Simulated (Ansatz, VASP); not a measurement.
# LiF: VASP beside Ansatz

Contents of INCAR:

```
SYSTEM = LiF
PREC = Accurate
ENCUT = 520
EDIFF = 1E-6
ISMEAR = 0
SIGMA = 0.1
LREAL = .FALSE.
LASPH = .TRUE.
NELM = 60
ALGO = Normal
ISIF = 2
LWAVE = .FALSE.
LCHARG = .FALSE.
GGA = PE
NBANDS = 24
```

Contents of KPOINTS:

```
regular mesh
0
G
  8 8 8
  0 0 0
```

File POSCAR:

```
LiF
1.0
   -1.4232357500      1.4232357500      6.0494436300
    1.4232357500     -1.4232357500      6.0494436300
    1.4232357500      1.4232357500     -6.0494436300
Li F
3 3
Direct
    0.0000000000      0.0000000000      0.0000000000
    0.6778756600      0.6778756600      0.0000000000
    0.3221243400      0.3221243400      0.0000000000
    0.1476332300      0.1476332300      0.0000000000
    0.8523667700      0.8523667700      0.0000000000
    0.5000000000      0.5000000000      0.0000000000
```

Input for Ansatz:

```yaml
crystal:
  lattice:
    - [-1.42323575, 1.42323575, 6.04944363]
    - [1.42323575, -1.42323575, 6.04944363]
    - [1.42323575, 1.42323575, -6.04944363]
  atoms:
    - { symbol: Li, position: [0.0, 0.0, 0.0] }
    - { symbol: Li, position: [0.67787566, 0.67787566, 0.0] }
    - { symbol: Li, position: [0.32212434, 0.32212434, 0.0] }
    - { symbol: F, position: [0.14763323, 0.14763323, 0.0] }
    - { symbol: F, position: [0.85236677, 0.85236677, 0.0] }
    - { symbol: F, position: [0.5, 0.5, 0.0] }
basis:
  ecutwfc: 420
kpoints:
  mp_grid: { grid: [8, 8, 8] }
hamiltonian:
  xc: pbe
scf:
  occupations: { method: gaussian, width: 0.1 }
  lower_state_search: "off"
output:
  forces: true
  stress: true
  eigenvalues: true
```

Alike in both runs: task single point; functional PBE; k mesh 8 × 8 × 8; occupations gaussian, width 0.1 eV; no spin polarisation.

```csv
,VASP,Ansatz
version,VASP 6.6.1,Ansatz 0.2.0
potentials or method,"VASP PAW PBE potentials, release 64 (Li_sv, F), cutoff 520 eV","scalar-relativistic, plane waves, PAW"
valence electrons in the cell,30,30
```

VASP gave:

| Quantity | Value |
| --- | --- |
| gap on the k mesh at the Fermi level (eV) | 6.87 |
| least direct gap on the mesh (eV) | 6.98 |
| rms of the force components (eV/Å) | 0.996 |

**Question.** Estimate Ansatz's values.

**Answer.** gap on the k mesh at the Fermi level (eV): 6.87; least direct gap on the mesh (eV): 6.98; rms of the force components (eV/Å): 0.990.

Atom by atom the forces differ by 0.006 eV/Å (rms over components).

Noted on VASP's run: the cutoff is under 1.25 times that of the potentials, so the pressure is a little rough.
